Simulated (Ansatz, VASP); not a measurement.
# KMgF3 in VASP and in Ansatz

File INCAR:

```
PREC = Accurate
ENCUT = 600
EDIFF = 1E-6
ISMEAR = 0
SIGMA = 0.1
LREAL = False
LASPH = True
NELM = 80
ALGO = Normal
ISIF = 3
LWAVE = False
LCHARG = False
GGA = PE
IBRION = 2
NSW = 90
EDIFFG = -0.04
```

File KPOINTS:

```
Automatic mesh
0
Gamma
  4 4 4
```

POSCAR

```
KMgF3
1.0
    3.9757621000      0.0000000000      0.0000000000
    0.0000000000      3.9757621000      0.0000000000
    0.0000000000      0.0000000000      3.9838803400
K Mg F
1 1 3
Direct
    0.5000000000      0.5000000000      0.5000000000
    0.0000000000      0.0000000000      0.0000000000
    0.0000000000      0.5000000000      0.9120264400
    0.5000000000      0.0000000000      0.0879735600
    0.0000000000      0.0000000000      0.5000000000
```

Input for Ansatz:

```yaml
crystal:
  lattice:
    - [3.9757621, 0.0, 0.0]
    - [0.0, 3.9757621, 0.0]
    - [0.0, 0.0, 3.98388034]
  atoms:
    - { symbol: K, position: [0.5, 0.5, 0.5] }
    - { symbol: Mg, position: [0.0, 0.0, 0.0] }
    - { symbol: F, position: [0.0, 0.5, 0.91202644] }
    - { symbol: F, position: [0.5, 0.0, 0.08797356] }
    - { symbol: F, position: [0.0, 0.0, 0.5] }
basis:
  ecutwfc: 420
kpoints:
  mp_grid: { grid: [4, 4, 4] }
hamiltonian:
  xc: pbe
scf:
  occupations: { method: gaussian, width: 0.1 }
  lower_state_search: "off"
output:
  forces: true
  stress: true
  eigenvalues: true
relax:
  adjacent_minimum: "off"
  f_tol: 0.04
  max_steps: 70
  cell: { stress_tol: 0.4 }
```

Alike in both runs: task relaxation of cell and atoms; functional PBE; k mesh 4 × 4 × 4; occupations gaussian, width 0.1 eV; no spin polarisation.

|  | VASP | Ansatz |
| --- | --- | --- |
| version | VASP 6.6.1 | Ansatz 0.2.0 |
| potentials or method | VASP PAW PBE potentials, release 64 (K_sv, Mg, F), cutoff 600 eV | scalar-relativistic, plane waves, PAW |
| valence electrons in the cell | 32 | 40 |

|  | VASP | Ansatz | Ansatz less VASP |
| --- | --- | --- | --- |
| gap on the k mesh at the Fermi level, each at its own relaxed structure (eV) | 6.97 | 6.97 | 0.000 |
| relaxed volume (Å³/atom) | 13.26 | 13.32 | +0.056 |
| relaxed length of the cell vector where the two differ most in proportion (Å) | 4.043 | 4.053 | +0.0103 |

VASP's potentials hold 32 valence electrons a cell and Ansatz's 40, so a difference there can come from the potentials and not from the codes.
